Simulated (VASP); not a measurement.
# Ca (P6_3/mmc) in VASP: further runs

Runs on Ca. Level: PBEsol. Tasks: single point.

Program: VASP 6.6.1. These are calculated values, not measurements. Logs are shortened: lines on timing, memory, paths and dates and some standing lists are left out, and cuts for length are marked.

## Step 1: The cell of the first run

It takes space group P6_3/mmc (No. 194, hexagonal). Conventional cell: a = 3.694 Å, b = 3.694 Å, c = 12.128 Å, α = 90.00°, β = 90.00°, γ = 120.00°. Within 4.9 Å of Ca (site symmetry -3m) lie 12 Ca at 3.69 to 3.71 Å. Ca (site symmetry -6m2) has 12 Ca at 3.69 to 3.71 Å within 4.9 Å.

This isn't the form of Ca at room conditions, which is fcc.

## Step 2: Single point, PBEsol (35.83 Å³/atom)

Input file INCAR:

```
PREC     = Accurate       # precision mode
ENCUT    = 520            # plane-wave cutoff, eV
EDIFF    = 1E-6           # SCF threshold, eV
ISMEAR   = -1             # smearing method
SIGMA    = 0.1            # smearing width, eV
LREAL    = F              # projectors in reciprocal space
LASPH    = T              # aspherical terms in the spheres
NELM     = 80             # most SCF steps
ALGO     = Normal         # electronic algorithm
ISIF     = 2              # what is computed and relaxed
LWAVE    = F              # write WAVECAR
LCHARG   = T              # write CHGCAR
GGA      = PS             # functional
LELF     = T              # ELF
LVHAR    = T            
NBANDS   = 28             # bands
```

Input file KPOINTS:

```
Automatic mesh
0
Gamma
  11 11 3
```

Input file POSCAR:

```
Ca
1.0
    3.6938257386      0.0000000000      0.0000000000
   -1.8469128693      3.1989469268      0.0000000000
    0.0000000000      0.0000000000     12.1277532828
Ca
4
Direct
    1.0000000000      0.0000000000      1.0000000000
    1.0000000000      0.0000000000      0.5000000000
    0.3333333333      0.6666666667      0.2500000000
    0.6666666667      0.3333333333      0.7500000000
```

Potentials or basis: VASP PAW PBE potentials, release 64 (Ca_sv).

Run with:

```sh
> cat potpaw_PBE.64/Ca_sv/POTCAR > POTCAR
> mpirun -np 1 vasp_std > vasp.out
```

OUTCAR:

```text
PREC = Accurate
   ENCUT = 520
   EDIFF = 1E-6
   ISMEAR = -1
   LREAL = F
   LASPH = T
   NELM = 80
   ISIF = 2
   GGA = PS

 ion  position               nearest neighbor table
   1  0.000  0.000  0.000-
   2  0.000  0.000  0.500-
   3  0.333  0.667  0.250-
   4  0.667  0.333  0.750-

  LATTYP: Found a hexagonal cell.
 ALAT       =     3.6938257386
 C/A-ratio  =     3.2832499801

  Lattice vectors:

 A1 = (   3.6938257386,   0.0000000000,   0.0000000000)
 A2 = (  -1.8469128693,   3.1989469268,   0.0000000000)
 A3 = (   0.0000000000,   0.0000000000,  12.1277532828)

Analysis of symmetry for initial positions (statically):
=====================================================================
 Subroutine PRICEL returns:
 Original cell was already a primitive cell.

 Routine SETGRP: Setting up the symmetry group for a
 hexagonal supercell.

 Subroutine GETGRP returns: Found 24 space group operations
 (whereof 12 operations were pure point group operations)
 out of a pool of 24 trial point group operations.

The static configuration has the point symmetry D_3d.
 The point group associated with its full space group is D_6h.

Analysis of symmetry for dynamics (positions and initial velocities):
=====================================================================
 Subroutine PRICEL returns:
 Original cell was already a primitive cell.

 Routine SETGRP: Setting up the symmetry group for a
 hexagonal supercell.

 Subroutine GETGRP returns: Found 24 space group operations
 (whereof 12 operations were pure point group operations)
 out of a pool of 24 trial point group operations.

The dynamic configuration has the point symmetry D_3d.
 The point group associated with its full space group is D_6h.

 Subroutine INISYM returns: Found 24 space group operations
 (whereof 12 operations are pure point group operations),
 and found     1 'primitive' translations

----------------------------------------------------------------------------------------

                                     Primitive cell

  volume of cell :     143.3058

  direct lattice vectors                    reciprocal lattice vectors
     3.693825739  0.000000000  0.000000000     0.270722029  0.156301437  0.000000000
    -1.846912869  3.198946927  0.000000000     0.000000000  0.312602873  0.000000000
     0.000000000  0.000000000 12.127753283     0.000000000  0.000000000  0.082455503

  length of vectors
     3.693825739  3.693825739 12.127753283     0.312602873  0.312602873  0.082455503

  position of ions in fractional coordinates (direct lattice)
     0.000000000  0.000000000  0.000000000
     0.000000000  0.000000000  0.500000000
     0.333333333  0.666666667  0.250000000
     0.666666667  0.333333333  0.750000000

  ion indices of the primitive-cell ions
   primitive index   ion index
                 1           1
                 2           2
                 3           3
                 4           4

----------------------------------------------------------------------------------------

 KPOINTS: Automatic mesh

Automatic generation of k-mesh.
 Grid dimensions read from file:
 generate k-points for:   11   11    3

 Generating k-lattice:

  Cartesian coordinates                     Fractional coordinates (reciprocal lattice)
     0.024611094  0.014209222  0.000000000     0.090909091  0.000000000  0.000000000
     0.000000000  0.028418443  0.000000000     0.000000000  0.090909091  0.000000000
     0.000000000  0.000000000  0.027485168     0.000000000  0.000000000  0.333333333

  Length of vectors
     0.028418443  0.028418443  0.027485168

  Shift w.r.t. Gamma in fractional coordinates (k-lattice)
     0.000000000  0.000000000  0.000000000

 Subroutine IBZKPT returns following result:
 ===========================================

 Found     32 irreducible k-points:

 Following reciprocal coordinates:
            Coordinates               Weight
  0.000000  0.000000  0.000000      1.000000
  0.090909 -0.000000  0.000000      6.000000
  0.181818  0.000000  0.000000      6.000000
  0.272727 -0.000000  0.000000      6.000000
  0.363636  0.000000  0.000000      6.000000
  0.454545 -0.000000  0.000000      6.000000
[... 16 lines left out ...]
  0.090909  0.090909  0.333333     12.000000
  0.181818  0.090909  0.333333     24.000000
 [... further k-points ...]
   k-points           NKPTS =     32   k-points in BZ     NKDIM =     32   number of bands    NBANDS=     28
   number of dos      NEDOS =    301   number of ions     NIONS =      4
   total plane-waves  NPLWV =  70560
   dimension x,y,z NGX =    28 NGY =   28 NGZ =   90
   dimension x,y,z NGXF=    56 NGYF=   56 NGZF=  180
   ions per type =               4
   NGX,Y,Z   is equivalent  to a cutoff of  12.60, 12.60, 12.34 a.u.
   NGXF,Y,Z  is equivalent  to a cutoff of  25.20, 25.20, 24.67 a.u.
 SYSTEM =  unknown system
   PREC   = accura    normal or accurate (medium, high low for compatibility)
   ISTART =      0    job   : 0-new  1-cont  2-samecut
   ICHARG =      2    charge: 1-file 2-atom 10-const
   ISPIN  =      1    spin polarized calculation?
   LNONCOLLINEAR =      F non collinear calculations
   LSORBIT =      F    spin-orbit coupling
   LASPH  =      T    aspherical Exc in radial PAW
   ENCUT  =  520.0 eV  38.22 Ry    6.18 a.u.   6.87  6.87 22.55*2*pi/ulx,y,z
   NELM   =     80;   NELMIN=  2; NELMDL= -5     # of ELM steps
   EDIFF  = 0.1E-05   stopping-criterion for ELM
   LREAL  =      F    real-space projection
   EDIFFG = 0.1E-04   stopping-criterion for IOM
   NSW    =      0    number of steps for IOM
   IBRION =     -1    ionic relax: 0-MD 1-quasi-New 2-CG
   NFREE  =      0    steps in history (QN), initial steepest desc. (CG)
   ISIF   =      2    stress and relaxation
   ISYM   =      2    0-nonsym 1-usesym 2-fastsym
   POTIM  = 0.5000    time-step for ionic-motion
   TEBEG  =    0.0;   TEEND  =   0.0 temperature during run
   PSTRESS=    0.0 pullay stress
   NELECT =      40.0000    total number of electrons
   NUPDOWN=      -1.0000    fix difference up-down
   EMIN   =  10.00;   EMAX   =-10.00  energy-range for DOS
   EFERMI =   0.00;   METHOD = LEGACY
   ISMEAR =    -1;   SIGMA  =   0.10  broadening in eV -4-tet -1-fermi 0-gaus
   EFERMI_NEDOS =   21; number of points for ismear=-14 and -15
   IALGO  =     38    algorithm
   IMIX   =      4    mixing-type and parameters
     AMIX     =   0.40;   BMIX     =  1.00
     AMIX_MAG =   1.60;   BMIX_MAG =  1.00
  volume/ion in A,a.u.               =      35.83       241.77
  Fermi-wavevector in a.u.,A,eV,Ry     =   1.069893  2.021804 15.574187  1.144670
  Thomas-Fermi vector in A             =   2.205586
   LORBIT       =      0    0 simple, 1 ext, 2 COOP (PROOUT), +10 PAW based schemes
   GGA     = PS    functional components
   LHFCALC =     F    Hartree Fock is set to
   AEXX    =    0.0000 exact exchange contribution
   IVDW    =     0    specifies the selected vdW correction
   LEPSILON=     F    determine dielectric tensor
   LRPA    =     F    only Hartree local field effects (RPA)
 non-spin polarized calculation
  energy-cutoff  :      520.00
  volume of cell :      143.31
 maximum number of plane-waves:      3875
 NGX is ok and might be reduce to    28
   NGX = 13   NGY = 13   NGZ = 45

 number of electron      39.9999999 magnetization

 Free energy of the ion-electron system (eV)
  ---------------------------------------------------
  ext. energy  EPLUGINS =         0.00000000
  ---------------------------------------------------
  free energy    TOTEN  =        -8.44496362 eV

  energy without entropy =       -8.28556508  energy(sigma->0) =       -8.36526435

 E-fermi :   2.5919     XC(G=0):  -8.3476

 val. band max:        2.5900325543   @ k =   0.3636   0.0000   0.0000
 cond. band min:       2.5972462352   @ k =   0.1818   0.1818   0.0000
 fundamental gap:      0.0072136809
 Fermi energy:         2.5918889533

 k-point     1 :       0.0000    0.0000    0.0000
  band No.  band energies     occupation
      1     -38.8789      2.00000
      2     -38.8663      2.00000
      3     -38.8620      2.00000
      4     -38.8494      2.00000
      5     -20.0865      2.00000
      6     -19.9640      2.00000
[... 20 lines left out ...]
     27       5.0738      0.00000
     28       5.2064      0.00000

 k-point     2 :       0.0909   -0.0000    0.0000
  band No.  band energies     occupation
      1     -38.8767      2.00000
      2     -38.8647      2.00000
      3     -38.8604      2.00000
      4     -38.8483      2.00000
      5     -20.0797      2.00000
      6     -19.9659      2.00000
[... 20 lines left out ...]
     27       5.1216      0.00000
     28       5.1532      0.00000

 k-point     3 :       0.1818    0.0000    0.0000
  band No.  band energies     occupation
      1     -38.8709      2.00000
      2     -38.8604      2.00000
      3     -38.8561      2.00000
      4     -38.8455      2.00000
      5     -20.0606      2.00000
      6     -19.9785      2.00000
[... 20 lines left out ...]
     27       5.1185      0.00000
     28       5.3740      0.00000

 k-point     4 :       0.2727   -0.0000    0.0000
  band No.  band energies     occupation
      1     -38.8630      2.00000
      2     -38.8547      2.00000
      3     -38.8505      2.00000
      4     -38.8422      2.00000
      5     -20.0366      2.00000
      6     -20.0147      2.00000
[... 578 lines left out ...]
     27       4.4599      0.00000
     28       4.7491      0.00000

 k-point    23 :       0.0909    0.0909    0.3333
  band No.  band energies     occupation
      1     -38.8711      2.00000
      2     -38.8664      2.00000
      3     -38.8527      2.00000
      4     -38.8481      2.00000
      5     -20.0539      2.00000
      6     -20.0191      2.00000
[... 20 lines left out ...]
     27       5.0891      0.00000
     28       5.1845      0.00000

 k-point    24 :       0.1818    0.0909    0.3333
  band No.  band energies     occupation
      1     -38.8644      2.00000
      2     -38.8606      2.00000
      3     -38.8487      2.00000
      4     -38.8448      2.00000
      5     -20.0375      2.00000
      6     -20.0203      2.00000
[... 20 lines left out ...]
     27       4.9340      0.00000
     28       5.0422      0.00000

 [... further k-points ...]
[... 5 lines left out ...]
  --------------------------------------------------------------------------------------
  -------------------------------------------------------------------------------------
  Total        2.5058084      2.5058084      2.5965884      0.0000000      0.0000000      0.0000000
  in kB       28.0152597     28.0152597     29.0301919      0.0000000      0.0000000      0.0000000
  external PRESSURE =      28.3535705 kB  Pullay stress =       0.0000000 kB

 VOLUME and BASIS-vectors are now :
 -----------------------------------------------------------------------------
  energy-cutoff  :      520.00
  volume of cell :      143.31
      direct lattice vectors                 reciprocal lattice vectors
     3.693825739  0.000000000  0.000000000     0.270722029  0.156301437  0.000000000
    -1.846912869  3.198946927  0.000000000     0.000000000  0.312602873  0.000000000
     0.000000000  0.000000000 12.127753283     0.000000000  0.000000000  0.082455503

 POSITION                                       TOTAL-FORCE (eV/Angst)
 -----------------------------------------------------------------------------------
      0.00000      0.00000      0.00000         0.000000      0.000000      0.000000
      0.00000      0.00000      6.06388         0.000000      0.000000      0.000000
     -0.00000      2.13263      3.03194        -0.000000      0.000000     -0.000000
      1.84691      1.06632      9.09581        -0.000000     -0.000000      0.000000
 -----------------------------------------------------------------------------------
    total drift:                                0.000000     -0.000000      0.000000

  FREE ENERGIE OF THE ION-ELECTRON SYSTEM (eV)
  ---------------------------------------------------
  free  energy   TOTEN  =        -8.4449636245 eV

  energy  without entropy=       -8.2855650759  energy(sigma->0) =       -8.36526435
```

Run time: 3.1 min. Hardware: 1 thread of Oxide Virtual Turin-like, shared host; peak memory 0.27 GiB.

Results:

```
Free energy            : -8.4450 eV
Pressure               : 2.8 GPa
Band gap on the k mesh : zero (bands 20 and 21 overlap by 0.22 eV)
```

Caveat: the PAW data sets were made with another functional, which shifts forces and pressure a little.

[end of part 1 of 2]

The gap in the log of VASP goes by the Fermi energy; the results here count the filled bands.